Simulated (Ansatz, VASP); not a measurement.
# GaSb in VASP and in Ansatz

Contents of INCAR:

```
SYSTEM = GaSb
PREC = Accurate ; ENCUT = 520
EDIFF = 1E-7 ; ISMEAR = -1
SIGMA = 0.05 ; LREAL = .False.
LASPH = .True. ; NELM = 60
ALGO = Normal ; ISIF = 2
LWAVE = .False. ; LCHARG = .False.
GGA = CA ; NBANDS = 16
```

File KPOINTS:

```
regular mesh
0
Gamma
  10 10 10
  0 0 0
```

Contents of POSCAR:

```
GaSb
1.0
   -2.7896675499      2.7896675499      1.6116397558
    2.7896675499     -2.7896675499      1.6116397558
    2.7896675499      2.7896675499     -1.6116397558
Sb Ga
1 1
Direct
    0.0000000000      0.0000000000      0.0000000000
    0.7500000000      0.2500000000      0.5000000000
```

File input.yaml:

```yaml
crystal:
  lattice:
    - [-2.7896675499, 2.7896675499, 1.6116397558]
    - [2.7896675499, -2.7896675499, 1.6116397558]
    - [2.7896675499, 2.7896675499, -1.6116397558]
  atoms:
    - { symbol: Sb, position: [0.0, 0.0, 0.0] }
    - { symbol: Ga, position: [0.75, 0.25, 0.5] }
hamiltonian:
  xc: lda
  pseudopotentials: { kind: paw }
kpoints:
  mp_grid: { grid: [10, 10, 10] }
scf:
  occupations: { method: fermi_dirac, width: 0.05 }
output:
  forces: true
  stress: true
  eigenvalues: true
```

Alike in both runs: task single point; functional LDA; k mesh 10 × 10 × 10; occupations fermi-dirac, width 0.05 eV; no spin polarisation.

|  | VASP | Ansatz |
| --- | --- | --- |
| version | VASP 6.6.1 | Ansatz 0.2.0 |
| potentials or method | VASP PAW LDA potentials, release 64 (Sb, Ga_d) | Ansatz PAW |
| plane-wave cutoff (eV) | 520 | 420 |
| valence electrons in the cell | 18 | 28 |

VASP gave:

```
gap on the k mesh at the Fermi level (eV)                     : none
pressure (GPa)                                                : -5.8
traceless stress, the component that is largest in VASP (GPa) : -0.07
```

Q: What did Ansatz give for the same quantities?

A: gap on the k mesh at the Fermi level (eV): none; pressure (GPa): -5.9; traceless stress, the component that is largest in VASP (GPa): -0.05.

LDA's correlation is that of Perdew and Zunger in VASP and of Perdew and Wang (1992) in Ansatz. A gap of «none» marks a metal or a gap that the smearing closes. VASP's potentials hold 18 valence electrons a cell and Ansatz's 28, so a difference there can come from the potentials and not from the codes.

Spin-orbit coupling is off throughout.
